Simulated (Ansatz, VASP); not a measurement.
# One calculation of Sn2Bi2Te, two programs

```
Sn Bi Te
1.0
     4.34462   -0.00033    0.00017
    -2.17259    3.76295   -0.00024
    -0.00147    0.00082   20.06473
Sn Bi Te
4 4 2
Direct
  0.33323 0.66674 0.09781
  0.33316 0.66666 0.59781
  0.66657 0.33328 0.40220
  0.66659 0.33345 0.90218
  0.33340 0.66662 0.30161
  0.33338 0.66671 0.80162
  0.66668 0.33331 0.19839
  0.66663 0.33332 0.69837
  0.00019 0.00001 0.00001
  0.00016 0.99991 0.49998
```

Change from the starting cell: cell x2, atoms moved at random (sigma 0.1 Å) and cell strained at random (1.5 %), then relaxed without symmetry.

Alike in both runs: functional PBE; k mesh 6 × 6 × 1; occupations gaussian, width 0.2 eV; no spin polarisation.

Ansatz relaxed the structure, and its values are those at the end. VASP's run is a single point on that final structure, the one shown.

|  | VASP | Ansatz |
| --- | --- | --- |
| version | VASP 6.6.1 | Ansatz 0.2.0 |
| potentials or method | VASP PAW PBE potentials, release 64 (Sn_d, Bi_d, Te), cutoff 520 eV | scalar-relativistic, plane waves, PAW |
| valence electrons in the cell | 128 | 148 |

VASP gave:

```
gap on the k mesh at the Fermi level (eV) : none
pressure (GPa)                            : -0.1
```

Question: Estimate Ansatz's values.

Answer: gap on the k mesh at the Fermi level (eV): none; pressure (GPa): 0.0.

A gap of «none» marks a metal or a gap that the smearing closes. The functional is the same, so the differences come from potentials, cutoffs and numerics. VASP's potentials hold 128 valence electrons a cell and Ansatz's 148, so a difference there can come from the potentials and not from the codes.

Neither program's run includes spin-orbit coupling.
